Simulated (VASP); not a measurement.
# KMgF3 (Pm-3m) in VASP: equation of state with MS2

Aim: the equation of state of KMgF3 with MS2.

Everything below comes from runs of VASP 6.6.1. Logs are shortened: lines on timing, memory, paths and dates and some standing lists are left out, and cuts for length are marked.

## Step 1: The cell of the first run

The structure is cubic, space group Pm-3m (No. 221). The conventional cell has a = 3.986 Å, b = 3.986 Å, c = 3.986 Å, α = 90.00°, β = 90.00°, γ = 90.00°. K (site symmetry m-3m) has 12 F at 2.82 Å and 8 Mg at 3.45 Å within 3.7 Å. Within 2.6 Å of Mg (site symmetry m-3m) lie 6 F at 1.99 Å. F (site symmetry 4/mmm) has 2 Mg at 1.99 Å within 2.6 Å.

## Step 2: Equation of state, MS2

File POSCAR.step1:

```
KMgF3
1.0
    3.8625447986      0.0000000000      0.0000000000
    0.0000000000      3.8625447986      0.0000000000
    0.0000000000      0.0000000000      3.8625447986
K Mg F
1 1 3
Direct
    0.5000000000      0.5000000000      0.5000000000
    0.0000000000      0.0000000000      0.0000000000
    0.0000000000      0.0000000000      0.5000000000
    0.0000000000      0.5000000000      0.0000000000
    0.5000000000      0.0000000000      0.0000000000
```

File POSCAR.step2:

```
KMgF3
1.0
    3.9045322707      0.0000000000      0.0000000000
    0.0000000000      3.9045322707      0.0000000000
    0.0000000000      0.0000000000      3.9045322707
K Mg F
1 1 3
Direct
    0.5000000000      0.5000000000      0.5000000000
    0.0000000000      0.0000000000      0.0000000000
    0.0000000000      0.0000000000      0.5000000000
    0.0000000000      0.5000000000      0.0000000000
    0.5000000000      0.0000000000      0.0000000000
```

File POSCAR.step3:

```
KMgF3
1.0
    3.9456356310      0.0000000000      0.0000000000
    0.0000000000      3.9456356310      0.0000000000
    0.0000000000      0.0000000000      3.9456356310
K Mg F
1 1 3
Direct
    0.5000000000      0.5000000000      0.5000000000
    0.0000000000      0.0000000000      0.0000000000
    0.0000000000      0.0000000000      0.5000000000
    0.0000000000      0.5000000000      0.0000000000
    0.5000000000      0.0000000000      0.0000000000
```

File POSCAR.step4:

```
KMgF3
1.0
    3.9859000000      0.0000000000      0.0000000000
    0.0000000000      3.9859000000      0.0000000000
    0.0000000000      0.0000000000      3.9859000000
K Mg F
1 1 3
Direct
    0.5000000000      0.5000000000      0.5000000000
    0.0000000000      0.0000000000      0.0000000000
    0.0000000000      0.0000000000      0.5000000000
    0.0000000000      0.5000000000      0.0000000000
    0.5000000000      0.0000000000      0.0000000000
```

File POSCAR.step5:

```
KMgF3
1.0
    4.0253669232      0.0000000000      0.0000000000
    0.0000000000      4.0253669232      0.0000000000
    0.0000000000      0.0000000000      4.0253669232
K Mg F
1 1 3
Direct
    0.5000000000      0.5000000000      0.5000000000
    0.0000000000      0.0000000000      0.0000000000
    0.0000000000      0.0000000000      0.5000000000
    0.0000000000      0.5000000000      0.0000000000
    0.5000000000      0.0000000000      0.0000000000
```

File POSCAR.step6:

```
KMgF3
1.0
    4.0640747489      0.0000000000      0.0000000000
    0.0000000000      4.0640747489      0.0000000000
    0.0000000000      0.0000000000      4.0640747489
K Mg F
1 1 3
Direct
    0.5000000000      0.5000000000      0.5000000000
    0.0000000000      0.0000000000      0.0000000000
    0.0000000000      0.0000000000      0.5000000000
    0.0000000000      0.5000000000      0.0000000000
    0.5000000000      0.0000000000      0.0000000000
```

File POSCAR.step7:

```
KMgF3
1.0
    4.1020589575      0.0000000000      0.0000000000
    0.0000000000      4.1020589575      0.0000000000
    0.0000000000      0.0000000000      4.1020589575
K Mg F
1 1 3
Direct
    0.5000000000      0.5000000000      0.5000000000
    0.0000000000      0.0000000000      0.0000000000
    0.0000000000      0.0000000000      0.5000000000
    0.0000000000      0.5000000000      0.0000000000
    0.5000000000      0.0000000000      0.0000000000
```

File INCAR:

```
METAGGA = MS2
ISMEAR = 0
SIGMA = 0.03
LWAVE = F
LCHARG = F
ISIF = 2
NSW = 0
ENCUT = 780
PREC = Accurate
LASPH = T
LREAL = F
ALGO = Normal
EDIFF = 1E-7
NELM = 120
GGA_COMPAT = F
EFERMI = MIDGAP
LMIXTAU = T
KPAR = 4
```

File KPOINTS:

```
k-points
0
Gamma
  6 6 6
```

Potentials or basis: VASP PAW PBE potentials, release 64 (K_sv_GW, Mg_sv_GW, F_GW).

Started as:

```console
$ cat potpaw_PBE.64/K_sv_GW/POTCAR potpaw_PBE.64/Mg_sv_GW/POTCAR potpaw_PBE.64/F_GW/POTCAR > POTCAR
$ cp POSCAR.step1 POSCAR
$ mpirun -np 4 vasp_std > vasp.out
$ cp POSCAR.step2 POSCAR
$ mpirun -np 4 vasp_std > vasp.out
$ cp POSCAR.step3 POSCAR
$ mpirun -np 4 vasp_std > vasp.out
$ cp POSCAR.step4 POSCAR
$ mpirun -np 4 vasp_std > vasp.out
$ cp POSCAR.step5 POSCAR
$ mpirun -np 4 vasp_std > vasp.out
$ cp POSCAR.step6 POSCAR
$ mpirun -np 4 vasp_std > vasp.out
$ cp POSCAR.step7 POSCAR
$ mpirun -np 4 vasp_std > vasp.out
```

OUTCAR:

```text
METAGGA = MS2
   ISMEAR = 0
   ISIF = 2
   NSW = 0
   ENCUT = 780
   PREC = Accurate
   LASPH = T
   LREAL = F
   EDIFF = 1E-7
   NELM = 120
   EFERMI = MIDGAP

 Found     20 irreducible k-points:

 Following reciprocal coordinates:
            Coordinates               Weight
  0.000000  0.000000  0.000000      1.000000
  0.166667  0.000000  0.000000      6.000000
  0.333333  0.000000  0.000000      6.000000
  0.500000  0.000000  0.000000      3.000000
  0.166667  0.166667  0.000000     12.000000
  0.333333  0.166667  0.000000     24.000000
   k-points           NKPTS =     20   k-points in BZ     NKDIM =     20   number of bands    NBANDS=     24
   number of dos      NEDOS =    301   number of ions     NIONS =      5
   total plane-waves  NPLWV =  64000
   dimension x,y,z NGX =    40 NGY =   40 NGZ =   40
   dimension x,y,z NGXF=    80 NGYF=   80 NGZF=   80
   ions per type =               1   1   3
   NGX,Y,Z   is equivalent  to a cutoff of  16.21, 16.21, 16.21 a.u.
   NGXF,Y,Z  is equivalent  to a cutoff of  32.42, 32.42, 32.42 a.u.
 SYSTEM =  unknown system
   PREC   = accura    normal or accurate (medium, high low for compatibility)
   ISTART =      0    job   : 0-new  1-cont  2-samecut
   ICHARG =      2    charge: 1-file 2-atom 10-const
   ISPIN  =      1    spin polarized calculation?
   LNONCOLLINEAR =      F non collinear calculations
   LSORBIT =      F    spin-orbit coupling
   LASPH  =      T    aspherical Exc in radial PAW
   ENCUT  =  780.0 eV  57.33 Ry    7.57 a.u.   9.34  9.34  9.34*2*pi/ulx,y,z
   NELM   =    120;   NELMIN=  2; NELMDL=  0     # of ELM steps
   EDIFF  = 0.1E-06   stopping-criterion for ELM
   LREAL  =      F    real-space projection
   EDIFFG = 0.1E-05   stopping-criterion for IOM
   NSW    =      0    number of steps for IOM
   IBRION =     -1    ionic relax: 0-MD 1-quasi-New 2-CG
   NFREE  =      0    steps in history (QN), initial steepest desc. (CG)
   ISIF   =      2    stress and relaxation
   ISYM   =      2    0-nonsym 1-usesym 2-fastsym
   POTIM  = 0.5000    time-step for ionic-motion
   TEBEG  =    0.0;   TEEND  =   0.0 temperature during run

   SCALEE = 1.0000    scale energy and forces
   PSTRESS=    0.0 pullay stress
   NELECT =      40.0000    total number of electrons
   NUPDOWN=      -1.0000    fix difference up-down
   EMIN   =  10.00;   EMAX   =-10.00  energy-range for DOS
   EFERMI =   0.00;   METHOD = MIDGAP
   ISMEAR =     0;   SIGMA  =   0.03  broadening in eV -4-tet -1-fermi 0-gaus
   EFERMI_NEDOS =   21; number of points for ismear=-14 and -15
   IALGO  =     38    algorithm
   IMIX   =      4    mixing-type and parameters
     AMIX     =   0.40;   BMIX     =  1.00
     AMIX_MAG =   1.60;   BMIX_MAG =  1.00
  volume/ion in A,a.u.               =      13.80        93.16
  Fermi-wavevector in a.u.,A,eV,Ry     =   1.364875  2.579240 25.346078  1.862884
  Thomas-Fermi vector in A             =   2.491153
   LORBIT       =      0    0 simple, 1 ext, 2 COOP (PROOUT), +10 PAW based schemes
   METAGGA = MS2    functional components
   LHFCALC =     F    Hartree Fock is set to
   AEXX    =    0.0000 exact exchange contribution
   IVDW    =     0    specifies the selected vdW correction
   LEPSILON=     F    determine dielectric tensor
   LRPA    =     F    only Hartree local field effects (RPA)

   CSHIFT  =0.1000    complex shift for real part using Kramers Kronig

   OMEGAMAX=  -1.0    maximum frequency
 non-spin polarized calculation
 Gauss-broadening in eV      SIGMA  =   0.03
  energy-cutoff  :      780.00
  volume of cell :       69.02
 maximum number of plane-waves:      3450
 NGX is ok and might be reduce to    40
   NGX = 19   NGY = 19   NGZ = 19

 number of electron      40.0000031 magnetization

 Free energy of the ion-electron system (eV)
  ---------------------------------------------------
  ext. energy  EPLUGINS =         0.00000000
  ---------------------------------------------------
  free energy    TOTEN  =       -57.71203366 eV

  energy without entropy =      -57.71203366  energy(sigma->0) =      -57.71203366

 E-fermi :   2.9384     XC(G=0):  -9.7106

 val. band max:       -0.6400210089   @ k =   0.5000   0.5000   0.5000
 cond. band min:       6.5168128790   @ k =   0.0000   0.0000   0.0000
 fundamental gap:      7.1568338879
 Fermi energy:         2.9383959351

 k-point     1 :       0.0000    0.0000    0.0000
  band No.  band energies     occupation
      1     -74.7056      2.00000
      2     -39.1416      2.00000
      3     -39.1416      2.00000
      4     -39.1416      2.00000
      5     -27.8581      2.00000
      6     -22.0516      2.00000
[... 16 lines left out ...]
     23       9.8797      0.00000
     24      12.1011      0.00000

 k-point     2 :       0.1667    0.0000    0.0000
  band No.  band energies     occupation
      1     -74.7056      2.00000
      2     -39.1430      2.00000
      3     -39.1416      2.00000
      4     -39.1416      2.00000
      5     -27.8543      2.00000
      6     -22.0253      2.00000
[... 16 lines left out ...]
     23      10.1110      0.00000
     24      12.2019      0.00000

 k-point     3 :       0.3333    0.0000    0.0000
  band No.  band energies     occupation
      1     -74.7057      2.00000
      2     -39.1457      2.00000
      3     -39.1417      2.00000
      4     -39.1417      2.00000
      5     -27.8467      2.00000
      6     -21.9623      2.00000
[... 16 lines left out ...]
     23      10.5886      0.00000
     24      12.4030      0.00000

 k-point     4 :       0.5000    0.0000    0.0000
  band No.  band energies     occupation
      1     -74.7058      2.00000
      2     -39.1470      2.00000
      3     -39.1417      2.00000
      4     -39.1417      2.00000
      5     -27.8429      2.00000
      6     -21.9204      2.00000
[... 16 lines left out ...]
     23      10.8488      0.00000
     24      12.5035      0.00000

 k-point     5 :       0.1667    0.1667    0.0000
  band No.  band energies     occupation
      1     -74.7056      2.00000
      2     -39.1430      2.00000
      3     -39.1429      2.00000
      4     -39.1416      2.00000
      5     -27.8508      2.00000
      6     -21.9986      2.00000
[... 16 lines left out ...]
     23      10.3627      0.00000
     24      12.2076      0.00000

 k-point     6 :       0.3333    0.1667    0.0000
  band No.  band energies     occupation
      1     -74.7056      2.00000
      2     -39.1456      2.00000
      3     -39.1429      2.00000
      4     -39.1416      2.00000
      5     -27.8437      2.00000
      6     -21.9342      2.00000
[... 16 lines left out ...]
     23      10.8170      0.00000
     24      12.2326      0.00000

 [... further k-points ...]

------------------------ aborting loop because EDIFF is reached ----------------------------------------

  FORCE on cell =-STRESS in cart. coord.  units (eV):
  Direction    XX          YY          ZZ          XY          YZ          ZX
  --------------------------------------------------------------------------------------
  -------------------------------------------------------------------------------------
  Total       -2.5922715     -2.5922715     -2.5922715      0.0000000      0.0000000     -0.0000000
  in kB      -60.1707439    -60.1707439    -60.1707439      0.0000000      0.0000000     -0.0000000
  external PRESSURE =     -60.1707439 kB  Pullay stress =       0.0000000 kB

 VOLUME and BASIS-vectors are now :
 -----------------------------------------------------------------------------
  energy-cutoff  :      780.00
  volume of cell :       69.02
      direct lattice vectors                 reciprocal lattice vectors
     4.102058957  0.000000000  0.000000000     0.243780016  0.000000000  0.000000000
     0.000000000  4.102058957  0.000000000     0.000000000  0.243780016  0.000000000
     0.000000000  0.000000000  4.102058957     0.000000000  0.000000000  0.243780016

 POSITION                                       TOTAL-FORCE (eV/Angst)
 -----------------------------------------------------------------------------------
      2.05103      2.05103      2.05103         0.000000      0.000000      0.000000
      0.00000      0.00000      0.00000         0.000000      0.000000      0.000000
      0.00000      0.00000      2.05103         0.000000      0.000000      0.000000
      0.00000      2.05103      0.00000         0.000000      0.000000      0.000000
      2.05103      0.00000      0.00000         0.000000      0.000000      0.000000
 -----------------------------------------------------------------------------------
    total drift:                                0.000000      0.000000     -0.000000

  FREE ENERGIE OF THE ION-ELECTRON SYSTEM (eV)
  ---------------------------------------------------
  free  energy   TOTEN  =       -57.7120336566 eV

  energy  without entropy=      -57.7120336566  energy(sigma->0) =      -57.71203366
```

It took 13 min on 4 MPI ranks of Intel Xeon Platinum 8259CL at 2.50GHz (Skylake/Cascade Lake), shared host; peak memory 0.31 GiB.

Results:

- Equilibrium volume: 12.70 Å³/atom
- Bulk modulus: 76 GPa
- Pressure derivative of the bulk modulus: 3.1 (rough: it moves with the points fitted)

Energy against volume, from the lowest point:
```tsv
volume (Å³/atom)	energy (meV/atom)
11.525	29.67
11.905	13.31
12.285	3.73
12.665	0.00
13.045	2.69
13.425	9.50
13.805	20.73
```

Caveat: the PAW data sets were made with another functional, which shifts forces and pressure a little.
